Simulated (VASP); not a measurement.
# Hf (Pm-3m) in VASP: a series of runs

Runs on Hf. Level: revPBE+D3(BJ). Tasks: relaxation of cell and atoms.

Program: VASP 6.6.1. These are calculated values, not measurements. Logs are shortened: lines on timing, memory, paths and dates and some standing lists are left out, and cuts for length are marked.

## Step 1: The cell of the first run

Symmetry: Pm-3m, No. 221, cubic system. Conventional cell: a = 2.910 Å, b = 2.910 Å, c = 2.910 Å, α = 90.00°, β = 90.00°, γ = 90.00°. Hf (site symmetry m-3m) has 6 Hf at 2.91 Å within 3.8 Å.

## Step 2: Relaxation of cell and atoms, revPBE+D3(BJ)

INCAR

```
SYSTEM = Hf
PREC = Accurate
ENCUT = 600
EDIFF = 1E-6
ISMEAR = -1
SIGMA = 0.1
LREAL = .False.
LASPH = .True.
NELM = 100
ALGO = Normal
ISIF = 3
LWAVE = .False.
LCHARG = .False.
GGA = RE
IVDW = 12
IBRION = 2
NSW = 80
EDIFFG = -0.03
```

KPOINTS

```
regular mesh
0
Gamma
  9 9 9
  0 0 0
```

POSCAR

```
Hf
1.0
    2.9100000000      0.0000000000      0.0000000000
    0.0000000000      2.9100000000      0.0000000000
    0.0000000000      0.0000000000      2.9100000000
Hf
1
Direct
    0.0000000000      0.0000000000      0.0000000000
```

Potentials or basis: VASP PAW PBE potentials, release 64 (Hf_pv).

Command:

```sh
cat potpaw_PBE.64/Hf_pv/POTCAR > POTCAR
mpirun -np 1 vasp_std > vasp.out
```

OUTCAR:

```text
SYSTEM = Hf
   PREC = Accurate
   ENCUT = 600
   EDIFF = 1E-6
   ISMEAR = -1
   LREAL = .False.
   LASPH = .True.
   NELM = 100
   ISIF = 3
   GGA = RE
   IVDW = 12
   IBRION = 2
   NSW = 80
   EDIFFG = -0.03
 IVDW          = 12

 ion  position               nearest neighbor table
   1  0.000  0.000  0.000-

  LATTYP: Found a simple cubic cell.
 ALAT       =     2.9100000000

  Lattice vectors:

 A1 = (   2.9100000000,   0.0000000000,   0.0000000000)
 A2 = (   0.0000000000,   2.9100000000,   0.0000000000)
 A3 = (   0.0000000000,   0.0000000000,   2.9100000000)

Analysis of symmetry for initial positions (statically):
=====================================================================
 Subroutine PRICEL returns:
 Original cell was already a primitive cell.

 Routine SETGRP: Setting up the symmetry group for a
 simple cubic supercell.

 Subroutine GETGRP returns: Found 48 space group operations
 (whereof 48 operations were pure point group operations)
 out of a pool of 48 trial point group operations.

The static configuration has the point symmetry O_h .

Analysis of symmetry for dynamics (positions and initial velocities):
=====================================================================
 Subroutine PRICEL returns:
 Original cell was already a primitive cell.

 Routine SETGRP: Setting up the symmetry group for a
 simple cubic supercell.

 Subroutine GETGRP returns: Found 48 space group operations
 (whereof 48 operations were pure point group operations)
 out of a pool of 48 trial point group operations.

The dynamic configuration has the point symmetry O_h .

 Subroutine INISYM returns: Found 48 space group operations
 (whereof 48 operations are pure point group operations),
 and found     1 'primitive' translations

----------------------------------------------------------------------------------------

                                     Primitive cell

  volume of cell :      24.6422

  direct lattice vectors                    reciprocal lattice vectors
     2.910000000  0.000000000  0.000000000     0.343642612  0.000000000  0.000000000
     0.000000000  2.910000000  0.000000000     0.000000000  0.343642612  0.000000000
     0.000000000  0.000000000  2.910000000     0.000000000  0.000000000  0.343642612

  length of vectors
     2.910000000  2.910000000  2.910000000     0.343642612  0.343642612  0.343642612

  position of ions in fractional coordinates (direct lattice)
     0.000000000  0.000000000  0.000000000

  ion indices of the primitive-cell ions
   primitive index   ion index
                 1           1

----------------------------------------------------------------------------------------

 KPOINTS: regular mesh

Automatic generation of k-mesh.
 Grid dimensions read from file:
 generate k-points for:    9    9    9

 Generating k-lattice:

  Cartesian coordinates                     Fractional coordinates (reciprocal lattice)
     0.038182512  0.000000000  0.000000000     0.111111111  0.000000000  0.000000000
     0.000000000  0.038182512  0.000000000     0.000000000  0.111111111  0.000000000
     0.000000000  0.000000000  0.038182512     0.000000000  0.000000000  0.111111111

  Length of vectors
     0.038182512  0.038182512  0.038182512

  Shift w.r.t. Gamma in fractional coordinates (k-lattice)
     0.000000000  0.000000000  0.000000000

 Subroutine IBZKPT returns following result:
 ===========================================

 Found     35 irreducible k-points:

 Following reciprocal coordinates:
            Coordinates               Weight
  0.000000  0.000000  0.000000      1.000000
  0.111111  0.000000  0.000000      6.000000
  0.222222  0.000000  0.000000      6.000000
  0.333333  0.000000  0.000000      6.000000
  0.444444  0.000000  0.000000      6.000000
  0.111111  0.111111  0.000000     12.000000
[... 16 lines left out ...]
  0.333333  0.333333  0.111111     24.000000
  0.444444  0.333333  0.111111     48.000000
 [... further k-points ...]
   k-points           NKPTS =     35   k-points in BZ     NKDIM =     35   number of bands    NBANDS=      9
   number of dos      NEDOS =    301   number of ions     NIONS =      1
   total plane-waves  NPLWV =  13824
   dimension x,y,z NGX =    24 NGY =   24 NGZ =   24
   dimension x,y,z NGXF=    48 NGYF=   48 NGZF=   48
   ions per type =               1
   NGX,Y,Z   is equivalent  to a cutoff of  13.71, 13.71, 13.71 a.u.
   NGXF,Y,Z  is equivalent  to a cutoff of  27.42, 27.42, 27.42 a.u.
 SYSTEM =  Hf
   PREC   = accura    normal or accurate (medium, high low for compatibility)
   ISTART =      0    job   : 0-new  1-cont  2-samecut
   ICHARG =      2    charge: 1-file 2-atom 10-const
   ISPIN  =      1    spin polarized calculation?
   LNONCOLLINEAR =      F non collinear calculations
   LSORBIT =      F    spin-orbit coupling
   LASPH  =      T    aspherical Exc in radial PAW
   ENCUT  =  600.0 eV  44.10 Ry    6.64 a.u.   5.81  5.81  5.81*2*pi/ulx,y,z
   NELM   =    100;   NELMIN=  2; NELMDL= -5     # of ELM steps
   EDIFF  = 0.1E-05   stopping-criterion for ELM
   LREAL  =      F    real-space projection
   EDIFFG = -.3E-01   stopping-criterion for IOM
   NSW    =     80    number of steps for IOM
   IBRION =      2    ionic relax: 0-MD 1-quasi-New 2-CG
   NFREE  =      1    steps in history (QN), initial steepest desc. (CG)
   ISIF   =      3    stress and relaxation
   ISYM   =      2    0-nonsym 1-usesym 2-fastsym
   POTIM  = 0.5000    time-step for ionic-motion
   TEBEG  =    0.0;   TEEND  =   0.0 temperature during run
   PSTRESS=    0.0 pullay stress
   NELECT =      10.0000    total number of electrons
   NUPDOWN=      -1.0000    fix difference up-down
   EMIN   =  10.00;   EMAX   =-10.00  energy-range for DOS
   EFERMI =   0.00;   METHOD = LEGACY
   ISMEAR =    -1;   SIGMA  =   0.10  broadening in eV -4-tet -1-fermi 0-gaus
   EFERMI_NEDOS =   21; number of points for ismear=-14 and -15
   IALGO  =     38    algorithm
   IMIX   =      4    mixing-type and parameters
     AMIX     =   0.40;   BMIX     =  1.00
     AMIX_MAG =   1.60;   BMIX_MAG =  1.00
  volume/ion in A,a.u.               =      24.64       166.29
  Fermi-wavevector in a.u.,A,eV,Ry     =   1.212035  2.290414 19.987352  1.469029
  Thomas-Fermi vector in A             =   2.347532
   LORBIT       =      0    0 simple, 1 ext, 2 COOP (PROOUT), +10 PAW based schemes
   GGA     = RE    functional components
   LHFCALC =     F    Hartree Fock is set to
   AEXX    =    0.0000 exact exchange contribution
   IVDW    =    12    specifies the selected vdW correction
   LEPSILON=     F    determine dielectric tensor
   LRPA    =     F    only Hartree local field effects (RPA)
 conjugate gradient relaxation of ions
 non-spin polarized calculation
  energy-cutoff  :      600.00
  volume of cell :       24.64
 maximum number of plane-waves:       843
 NGX is ok and might be reduce to    24
   NGX = 11   NGY = 11   NGZ = 11

--------------------------------------- Ionic step        1  -------------------------------------------

 number of electron      10.0000004 magnetization

 Free energy of the ion-electron system (eV)
  ---------------------------------------------------
  ext. energy  EPLUGINS =         0.00000000
  ---------------------------------------------------
  free energy    TOTEN  =        -8.53329996 eV

  energy without entropy =       -8.47948752  energy(sigma->0) =       -8.50639374

------------------------ aborting loop because EDIFF is reached ----------------------------------------

 Edisp (eV)   -0.70873

 E8    (eV) :    -0.5397

  FORCE on cell =-STRESS in cart. coord.  units (eV):
  Direction    XX          YY          ZZ          XY          YZ          ZX
  --------------------------------------------------------------------------------------
  -------------------------------------------------------------------------------------
  Total      -0.43656    -0.43656    -0.43656     0.00000    -0.00000     0.00000
  in kB     -28.38407   -28.38407   -28.38407     0.00000    -0.00000     0.00000
  external pressure =      -28.38 kB  Pullay stress =        0.00 kB
[... 59 lines left out ...]
  energy  without entropy=       -9.1967296959  energy(sigma->0) =       -9.22189736

--------------------------------------- Ionic step        3  -------------------------------------------

 number of electron       9.9999998 magnetization

 Free energy of the ion-electron system (eV)
  ---------------------------------------------------
  ext. energy  EPLUGINS =         0.00000000
  ---------------------------------------------------
  free energy    TOTEN  =        -8.51299341 eV

  energy without entropy =       -8.46120576  energy(sigma->0) =       -8.48709958

 E-fermi :   4.1257     XC(G=0): -10.8815

 val. band max:        4.0732868685   @ k =   0.4444   0.4444   0.1111
 cond. band min:       4.1730399397   @ k =   0.4444   0.1111   0.1111
 fundamental gap:      0.0997530712
 Fermi energy:         4.1257149804

 k-point     1 :       0.0000    0.0000    0.0000
  band No.  band energies     occupation
      1     -25.6865      2.00000
      2     -25.6865      2.00000
      3     -25.6865      2.00000
      4      -2.4462      2.00000
      5       2.6630      2.00000
      6       2.6630      2.00000
      7      10.9677      0.00000
      8      10.9677      0.00000
      9      10.9677      0.00000
[... 265 lines left out ...]
 k-point    24 :       0.4444    0.3333    0.1111
  band No.  band energies     occupation
      1     -26.5819      2.00000
      2     -26.3426      2.00000
      3     -25.6475      2.00000
      4       1.8585      2.00000
      5       3.5874      1.99086
      6       6.2843      0.00000
      7       6.5365      0.00000
      8       8.6447      0.00000
      9       9.8276      0.00000

 [... further k-points ...]

------------------------ aborting loop because EDIFF is reached ----------------------------------------

 Edisp (eV)   -0.73763

 E8    (eV) :    -0.5618

  FORCE on cell =-STRESS in cart. coord.  units (eV):
  Direction    XX          YY          ZZ          XY          YZ          ZX
  --------------------------------------------------------------------------------------
  -------------------------------------------------------------------------------------
  Total      -0.00041    -0.00041    -0.00041     0.00000     0.00000    -0.00000
  in kB      -0.02750    -0.02750    -0.02750     0.00000     0.00000    -0.00000
  external pressure =       -0.03 kB  Pullay stress =        0.00 kB
[... 16 lines left out ...]
  FREE ENERGIE OF THE ION-ELECTRON SYSTEM (eV)
  ---------------------------------------------------
  free  energy   TOTEN  =        -9.2506253225 eV

  energy  without entropy=       -9.1988376755  energy(sigma->0) =       -9.22473150

 reached required accuracy - stopping structural energy minimisation
```

It took 10 s on 1 thread of Intel Xeon Platinum 8488C (Sapphire Rapids), shared host; peak memory 0.16 GiB.

What came out:

| Quantity | Value |
| --- | --- |
| Free energy | -9.2506 eV |
| Relaxed volume | 23.70 Å³/atom |
| Relaxed cell | a = 2.872 Å, b = 2.872 Å, c = 2.872 Å, α = 90.00°, β = 90.00°, γ = 90.00° |
| Space group after relaxing (to 0.05 Å) | Pm-3m (No. 221) |
| Energy gained by relaxing | 8.6 meV/atom |
| Ionic steps | 3 |
| Pressure after relaxing | 0.0 GPa |
| Band gap on the k mesh | zero (band 5 reaches 4.86 eV, above the bottom of band 6 at 2.66 eV) |
| Dispersion energy per atom | -0.738 eV |

Step by step:
```csv
step,energy change (eV),largest force (eV/Å),pressure (GPa),volume (Å³)
1,0.0000,0.0000,-2.84,24.64
2,-0.0050,0.0000,2.01,23.12
3,-0.0086,0.0000,0.00,23.70
```

Final structure:
```cif
data_structure
_symmetry_space_group_name_H-M 'P 1'
_symmetry_Int_Tables_number 1
_cell_length_a 2.8724
_cell_length_b 2.8724
_cell_length_c 2.8724
_cell_angle_alpha 90.000
_cell_angle_beta 90.000
_cell_angle_gamma 90.000
_cell_volume 23.70
loop_
_atom_site_label
_atom_site_type_symbol
_atom_site_fract_x
_atom_site_fract_y
_atom_site_fract_z
_atom_site_occupancy
Hf1 Hf 0.00000 0.00000 0.00000 1
```

Levels at points of the mesh, in eV from the Fermi level:
```
           k point  band 3  band 4  band 5  band 6  band 7  band 8
(0.00, 0.00, 0.00)  -29.81   -6.57   -1.46   -1.46    6.84    6.84
```

Caveat: the PAW data sets were made with another functional, which shifts forces and pressure a little; spin-orbit coupling is left out, which moves the levels of the heavy elements; pairwise dispersion overbinds metals, which lowers pressure and volume.

## Step 3: Relaxation of cell and atoms, revPBE+D3(BJ), target pressure 5 GPa, at which the enthalpy is minimised

INCAR

```
  PREC = Accurate
  ENCUT = 600
  EDIFF = 1E-6
  ISMEAR = -1
  SIGMA = 0.1
  LREAL = False
  LASPH = True
  NELM = 80
  ALGO = Normal
  ISIF = 3
  LWAVE = False
  LCHARG = False
  GGA = RE
  IVDW = 12
  IBRION = 2
  NSW = 80
  EDIFFG = -0.03
  PSTRESS = 50.0
```

KPOINTS

```
Automatic mesh
0
Gamma
  9 9 9
```

POSCAR is that of step 2.

Potentials or basis: VASP PAW PBE potentials, release 64 (Hf_pv).

Command:

```sh
cat potpaw_PBE.64/Hf_pv/POTCAR > POTCAR
mpirun -np 1 vasp_std > vasp.out
```

Run time: 11 s. Hardware: 1 thread of Intel Xeon Platinum 8488C (Sapphire Rapids), shared host; peak memory 0.16 GiB.

It converged, with:

- Free energy: -9.2310 eV
- Relaxed volume: 22.37 Å³/atom
- Relaxed cell: a = 2.818 Å, b = 2.818 Å, c = 2.818 Å, α = 90.00°, β = 90.00°, γ = 90.00°
- Space group after relaxing (to 0.05 Å): Pm-3m (No. 221)
- Energy change on relaxing (the enthalpy is what falls): +11.0 meV/atom
- Ionic steps: 3
- Pressure after relaxing: 4.9 GPa
- Band gap on the k mesh: zero (band 5 reaches 5.30 eV, above the bottom of band 6 at 2.90 eV)
- Dispersion energy per atom: -0.783 eV

Step by step:
```
step  energy change (eV)  largest force (eV/Å)  pressure (GPa)  volume (Å³)
   1              0.0000                0.0000           -2.84        24.64
   2              0.1120                0.0000           13.93        20.59
   3              0.0110                0.0000            4.91        22.37
```

Final structure:
```cif
data_structure
_symmetry_space_group_name_H-M 'P 1'
_symmetry_Int_Tables_number 1
_cell_length_a 2.8175
_cell_length_b 2.8175
_cell_length_c 2.8175
_cell_angle_alpha 90.000
_cell_angle_beta 90.000
_cell_angle_gamma 90.000
_cell_volume 22.37
loop_
_atom_site_label
_atom_site_type_symbol
_atom_site_fract_x
_atom_site_fract_y
_atom_site_fract_z
_atom_site_occupancy
Hf1 Hf 0.00000 0.00000 0.00000 1
```

Levels at points of the mesh, in eV from the Fermi level:
```csv
k point,band 2,band 3,band 4,band 5,band 6,band 7,band 8,band 9
"(0.00, 0.00, 0.00)",-29.62,-29.62,-6.74,-1.62,-1.62,7.27,7.27,7.27
```

Caveat: the cell is relaxed towards a set pressure, so the enthalpy falls and the energy may rise; the PAW data sets were made with another functional, which shifts forces and pressure a little; spin-orbit coupling is left out, which moves the levels of the heavy elements; pairwise dispersion overbinds metals, which lowers pressure and volume.
